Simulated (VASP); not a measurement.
# ScGa3 (Pm-3m) in VASP: notebook

The runs below take ScGa3 through single point, with LDA.

Everything below comes from runs of VASP 6.6.1. Logs are shortened: lines on timing, memory, paths and dates and some standing lists are left out, and cuts for length are marked.

## 1. The cell of the first run

Symmetry: Pm-3m, No. 221, cubic system. Conventional cell: a = 4.040 Å, b = 4.040 Å, c = 4.040 Å, α = 90.00°, β = 90.00°, γ = 90.00°. Within 3.8 Å of Sc (site symmetry m-3m) lie 12 Ga at 2.86 Å. Ga (site symmetry 4/mmm) has 4 Sc at 2.86 Å and 8 Ga at 2.86 Å within 3.8 Å.

## 2. Single point, LDA (16.48 Å³/atom)

INCAR reads:

```
  ALGO = Normal
  EDIFF = 1E-6
  ENCUT = 520
  ISIF = 2
  ISMEAR = -1
  LASPH = True
  LCHARG = False
  LREAL = False
  LWAVE = False
  NBANDS = 33
  NELM = 80
  PREC = Accurate
  SIGMA = 0.05
```

KPOINTS reads:

```
k-points
0
Gamma
  9 9 9
```

POSCAR reads:

```
ScGa3
1.0
    4.0396553778      0.0000000000      0.0000000000
    0.0000000000      4.0396553778      0.0000000000
    0.0000000000      0.0000000000      4.0396553778
Sc Ga
1 3
Direct
    0.0000000000      0.0000000000      0.0000000000
    0.0000000000      0.5000000000      0.5000000000
    0.5000000000      0.0000000000      0.5000000000
    0.5000000000      0.5000000000      0.0000000000
```

Potentials or basis: VASP PAW LDA potentials, release 64 (Sc_sv, Ga_d).

On the command line:

```bash
$ cat potpaw_LDA.64/Sc_sv/POTCAR potpaw_LDA.64/Ga_d/POTCAR > POTCAR
$ mpirun -np 1 vasp_std > vasp.out
```

OUTCAR:

```text
EDIFF = 1E-6
   ENCUT = 520
   ISIF = 2
   ISMEAR = -1
   LASPH = True
   LREAL = False
   NELM = 80
   PREC = Accurate

 ion  position               nearest neighbor table
   1  0.000  0.000  0.000-   2 2.86   3 2.86   4 2.86   2 2.86   3 2.86   2 2.86   4 2.86   2 2.86
                             3 2.86   4 2.86   3 2.86   4 2.86
   2  0.000  0.500  0.500-   1 2.86   3 2.86   4 2.86   1 2.86   4 2.86   1 2.86   3 2.86   1 2.86
                             3 2.86   4 2.86   4 2.86   3 2.86
   3  0.500  0.000  0.500-   1 2.86   2 2.86   4 2.86   1 2.86   4 2.86   2 2.86   4 2.86   4 2.86
                             1 2.86   2 2.86   1 2.86   2 2.86
   4  0.500  0.500  0.000-   1 2.86   2 2.86   3 2.86   2 2.86   3 2.86   1 2.86   3 2.86   3 2.86
                             1 2.86   2 2.86   2 2.86   1 2.86

  LATTYP: Found a simple cubic cell.
 ALAT       =     4.0396553778

  Lattice vectors:

 A1 = (   4.0396553778,   0.0000000000,   0.0000000000)
 A2 = (   0.0000000000,   4.0396553778,   0.0000000000)
 A3 = (   0.0000000000,   0.0000000000,   4.0396553778)

Analysis of symmetry for initial positions (statically):
=====================================================================
 Subroutine PRICEL returns:
 Original cell was already a primitive cell.

 Routine SETGRP: Setting up the symmetry group for a
 simple cubic supercell.

 Subroutine GETGRP returns: Found 48 space group operations
 (whereof 48 operations were pure point group operations)
 out of a pool of 48 trial point group operations.

The static configuration has the point symmetry O_h .

Analysis of symmetry for dynamics (positions and initial velocities):
=====================================================================
 Subroutine PRICEL returns:
 Original cell was already a primitive cell.

 Routine SETGRP: Setting up the symmetry group for a
 simple cubic supercell.

 Subroutine GETGRP returns: Found 48 space group operations
 (whereof 48 operations were pure point group operations)
 out of a pool of 48 trial point group operations.

The dynamic configuration has the point symmetry O_h .

 Subroutine INISYM returns: Found 48 space group operations
 (whereof 48 operations are pure point group operations),
 and found     1 'primitive' translations

----------------------------------------------------------------------------------------

                                     Primitive cell

  volume of cell :      65.9224

  direct lattice vectors                    reciprocal lattice vectors
     4.039655378  0.000000000  0.000000000     0.247545869  0.000000000  0.000000000
     0.000000000  4.039655378  0.000000000     0.000000000  0.247545869  0.000000000
     0.000000000  0.000000000  4.039655378     0.000000000  0.000000000  0.247545869

  length of vectors
     4.039655378  4.039655378  4.039655378     0.247545869  0.247545869  0.247545869

  position of ions in fractional coordinates (direct lattice)
     0.000000000  0.000000000  0.000000000
     0.000000000  0.500000000  0.500000000
     0.500000000  0.000000000  0.500000000
     0.500000000  0.500000000  0.000000000

  ion indices of the primitive-cell ions
   primitive index   ion index
                 1           1
                 2           2
                 3           3
                 4           4

----------------------------------------------------------------------------------------

 KPOINTS: k-points

Automatic generation of k-mesh.
 Grid dimensions read from file:
 generate k-points for:    9    9    9

 Generating k-lattice:

  Cartesian coordinates                     Fractional coordinates (reciprocal lattice)
     0.027505097  0.000000000  0.000000000     0.111111111  0.000000000  0.000000000
     0.000000000  0.027505097  0.000000000     0.000000000  0.111111111  0.000000000
     0.000000000  0.000000000  0.027505097     0.000000000  0.000000000  0.111111111

  Length of vectors
     0.027505097  0.027505097  0.027505097

  Shift w.r.t. Gamma in fractional coordinates (k-lattice)
     0.000000000  0.000000000  0.000000000

 Subroutine IBZKPT returns following result:
 ===========================================

 Found     35 irreducible k-points:

 Following reciprocal coordinates:
            Coordinates               Weight
  0.000000  0.000000  0.000000      1.000000
  0.111111  0.000000  0.000000      6.000000
  0.222222  0.000000  0.000000      6.000000
  0.333333  0.000000  0.000000      6.000000
  0.444444  0.000000  0.000000      6.000000
  0.111111  0.111111  0.000000     12.000000
[... 16 lines left out ...]
  0.333333  0.333333  0.111111     24.000000
  0.444444  0.333333  0.111111     48.000000
 [... further k-points ...]
   k-points           NKPTS =     35   k-points in BZ     NKDIM =     35   number of bands    NBANDS=     33
   number of dos      NEDOS =    301   number of ions     NIONS =      4
   total plane-waves  NPLWV =  27000
   dimension x,y,z NGX =    30 NGY =   30 NGZ =   30
   dimension x,y,z NGXF=    60 NGYF=   60 NGZF=   60
   ions per type =               1   3
   NGX,Y,Z   is equivalent  to a cutoff of  12.35, 12.35, 12.35 a.u.
   NGXF,Y,Z  is equivalent  to a cutoff of  24.69, 24.69, 24.69 a.u.
 SYSTEM =  unknown system
   PREC   = accura    normal or accurate (medium, high low for compatibility)
   ISTART =      0    job   : 0-new  1-cont  2-samecut
   ICHARG =      2    charge: 1-file 2-atom 10-const
   ISPIN  =      1    spin polarized calculation?
   LNONCOLLINEAR =      F non collinear calculations
   LSORBIT =      F    spin-orbit coupling
   LASPH  =      T    aspherical Exc in radial PAW
   ENCUT  =  520.0 eV  38.22 Ry    6.18 a.u.   7.51  7.51  7.51*2*pi/ulx,y,z
   NELM   =     80;   NELMIN=  2; NELMDL= -5     # of ELM steps
   EDIFF  = 0.1E-05   stopping-criterion for ELM
   LREAL  =      F    real-space projection
   EDIFFG = 0.1E-04   stopping-criterion for IOM
   NSW    =      0    number of steps for IOM
   IBRION =     -1    ionic relax: 0-MD 1-quasi-New 2-CG
   NFREE  =      0    steps in history (QN), initial steepest desc. (CG)
   ISIF   =      2    stress and relaxation
   ISYM   =      2    0-nonsym 1-usesym 2-fastsym
   POTIM  = 0.5000    time-step for ionic-motion
   TEBEG  =    0.0;   TEEND  =   0.0 temperature during run
   PSTRESS=    0.0 pullay stress
   NELECT =      50.0000    total number of electrons
   NUPDOWN=      -1.0000    fix difference up-down
   EMIN   =  10.00;   EMAX   =-10.00  energy-range for DOS
   EFERMI =   0.00;   METHOD = LEGACY
   ISMEAR =    -1;   SIGMA  =   0.05  broadening in eV -4-tet -1-fermi 0-gaus
   EFERMI_NEDOS =   21; number of points for ismear=-14 and -15
   IALGO  =     38    algorithm
   IMIX   =      4    mixing-type and parameters
     AMIX     =   0.40;   BMIX     =  1.00
     AMIX_MAG =   1.60;   BMIX_MAG =  1.00
  volume/ion in A,a.u.               =      16.48       111.22
  Fermi-wavevector in a.u.,A,eV,Ry     =   1.492980  2.821322 30.327221  2.228988
  Thomas-Fermi vector in A             =   2.605438
   LORBIT       =      0    0 simple, 1 ext, 2 COOP (PROOUT), +10 PAW based schemes
   GGA     = CA    functional components
   LHFCALC =     F    Hartree Fock is set to
   AEXX    =    0.0000 exact exchange contribution
   IVDW    =     0    specifies the selected vdW correction
   LEPSILON=     F    determine dielectric tensor
   LRPA    =     F    only Hartree local field effects (RPA)
 non-spin polarized calculation
  energy-cutoff  :      520.00
  volume of cell :       65.92
 maximum number of plane-waves:      1800
 NGX is ok and might be reduce to    30
   NGX = 15   NGY = 15   NGZ = 15

 number of electron      50.0000050 magnetization

 Free energy of the ion-electron system (eV)
  ---------------------------------------------------
  ext. energy  EPLUGINS =         0.00000000
  ---------------------------------------------------
  free energy    TOTEN  =       -19.82330605 eV

  energy without entropy =      -19.81253958  energy(sigma->0) =      -19.81792281

 E-fermi :   6.5988     XC(G=0): -12.0182

 val. band max:        6.5493531093   @ k =   0.4444   0.1111   0.1111
 cond. band min:       6.6006625489   @ k =   0.2222   0.2222   0.1111
 fundamental gap:      0.0513094395
 Fermi energy:         6.5988386905

 k-point     1 :       0.0000    0.0000    0.0000
  band No.  band energies     occupation
      1     -42.0229      2.00000
      2     -21.0584      2.00000
      3     -21.0584      2.00000
      4     -21.0584      2.00000
      5      -8.7192      2.00000
      6      -8.6897      2.00000
[... 25 lines left out ...]
     32      11.6687      0.00000
     33      11.6687      0.00000

 k-point     2 :       0.1111    0.0000    0.0000
  band No.  band energies     occupation
      1     -42.0227      2.00000
      2     -21.0633      2.00000
      3     -21.0583      2.00000
      4     -21.0583      2.00000
      5      -8.7075      2.00000
      6      -8.6862      2.00000
[... 25 lines left out ...]
     32      11.8310      0.00000
     33      11.8318      0.00000

 k-point     3 :       0.2222    0.0000    0.0000
  band No.  band energies     occupation
      1     -42.0222      2.00000
      2     -21.0755      2.00000
      3     -21.0579      2.00000
      4     -21.0579      2.00000
      5      -8.6770      2.00000
      6      -8.6752      2.00000
[... 25 lines left out ...]
     32      11.8426      0.00000
     33      11.8426      0.00000

 k-point     4 :       0.3333    0.0000    0.0000
  band No.  band energies     occupation
      1     -42.0217      2.00000
      2     -21.0894      2.00000
      3     -21.0574      2.00000
      4     -21.0574      2.00000
      5      -8.6658      2.00000
      6      -8.6313      2.00000
[... 673 lines left out ...]
     32      12.0803      0.00000
     33      12.3548      0.00000

 k-point    23 :       0.3333    0.3333    0.1111
  band No.  band energies     occupation
      1     -42.0203      2.00000
      2     -21.0857      2.00000
      3     -21.0836      2.00000
      4     -21.0602      2.00000
      5      -8.6145      2.00000
      6      -8.5777      2.00000
[... 25 lines left out ...]
     32      10.8420      0.00000
     33      13.3148      0.00000

 k-point    24 :       0.4444    0.3333    0.1111
  band No.  band energies     occupation
      1     -42.0199      2.00000
      2     -21.0926      2.00000
      3     -21.0834      2.00000
      4     -21.0597      2.00000
      5      -8.5919      2.00000
      6      -8.5602      2.00000
[... 25 lines left out ...]
     32      11.5856      0.00000
     33      12.6550      0.00000

 [... further k-points ...]

------------------------ aborting loop because EDIFF is reached ----------------------------------------

  FORCE on cell =-STRESS in cart. coord.  units (eV):
  Direction    XX          YY          ZZ          XY          YZ          ZX
  --------------------------------------------------------------------------------------
  -------------------------------------------------------------------------------------
  Total       -0.8944856     -0.8944856     -0.8944856      0.0000000     -0.0000000      0.0000000
  in kB      -21.7395722    -21.7395722    -21.7395722      0.0000000     -0.0000000      0.0000000
  external PRESSURE =     -21.7395722 kB  Pullay stress =       0.0000000 kB

 VOLUME and BASIS-vectors are now :
 -----------------------------------------------------------------------------
  energy-cutoff  :      520.00
  volume of cell :       65.92
      direct lattice vectors                 reciprocal lattice vectors
     4.039655378  0.000000000  0.000000000     0.247545869  0.000000000  0.000000000
     0.000000000  4.039655378  0.000000000     0.000000000  0.247545869  0.000000000
     0.000000000  0.000000000  4.039655378     0.000000000  0.000000000  0.247545869

 POSITION                                       TOTAL-FORCE (eV/Angst)
 -----------------------------------------------------------------------------------
      0.00000      0.00000      0.00000         0.000000      0.000000      0.000000
      0.00000      2.01983      2.01983         0.000000      0.000000      0.000000
      2.01983      0.00000      2.01983         0.000000      0.000000      0.000000
      2.01983      2.01983      0.00000         0.000000      0.000000      0.000000
 -----------------------------------------------------------------------------------
    total drift:                                0.000000      0.000000     -0.000000

  FREE ENERGIE OF THE ION-ELECTRON SYSTEM (eV)
  ---------------------------------------------------
  free  energy   TOTEN  =       -19.8233060454 eV

  energy  without entropy=      -19.8125395823  energy(sigma->0) =      -19.81792281
```

It took 45 s on 1 thread of Intel Xeon Platinum 8488C (Sapphire Rapids), shared host; peak memory 0.19 GiB.

Results:

| Quantity | Value |
| --- | --- |
| Free energy | -19.8233 eV |
| Pressure | -2.2 GPa |
| Band gap on the k mesh | zero (bands 25 and 26 overlap by 3.28 eV) |

## 3. Single point, LDA (17.00 Å³/atom)

This run uses another cell than the first one, of 17.00 Å³/atom.

INCAR reads:

```
SYSTEM = ScGa3
PREC = Accurate
ENCUT = 520
EDIFF = 1E-6
ISMEAR = -1
SIGMA = 0.05
LREAL = .False.
LASPH = .True.
NELM = 80
ALGO = Normal
ISIF = 2
LWAVE = .False.
LCHARG = .False.
GGA = CA
NBANDS = 33
```

KPOINTS reads:

```
Automatic mesh
0
Gamma
  9 9 9
  0 0 0
```

POSCAR reads:

```
ScGa3
1.0
    4.0813042455      0.0000000000      0.0000000000
    0.0000000000      4.0813042455      0.0000000000
    0.0000000000      0.0000000000      4.0813042455
Sc Ga
1 3
Direct
    0.0000000000      0.0000000000      0.0000000000
    0.0000000000      0.5000000000      0.5000000000
    0.5000000000      0.0000000000      0.5000000000
    0.5000000000      0.5000000000      0.0000000000
```

Potentials or basis: VASP PAW LDA potentials, release 64 (Sc_sv, Ga_d).

On the command line:

```bash
$ cat potpaw_LDA.64/Sc_sv/POTCAR potpaw_LDA.64/Ga_d/POTCAR > POTCAR
$ mpirun -np 1 vasp_std > vasp.out
```

Run time: 47 s. Hardware: 1 thread of Intel Xeon Platinum 8488C (Sapphire Rapids), shared host; peak memory 0.19 GiB.

It converged, with:

```yaml
Free_energy: -19.7796 eV
Pressure: -4.5 GPa
Band_gap_on_the_k_mesh: zero (bands 25 and 26 overlap by 3.16 eV)
```

Levels at points of the mesh, in eV from the Fermi level:
| k point | band 23 | band 24 | band 25 | band 26 | band 27 | band 28 |
| --- | --- | --- | --- | --- | --- | --- |
| (0.00, 0.00, 0.00) | -1.94 | -1.94 | -1.94 | 1.71 | 1.71 | 1.71 |

Caveat: the cell stands under tension.
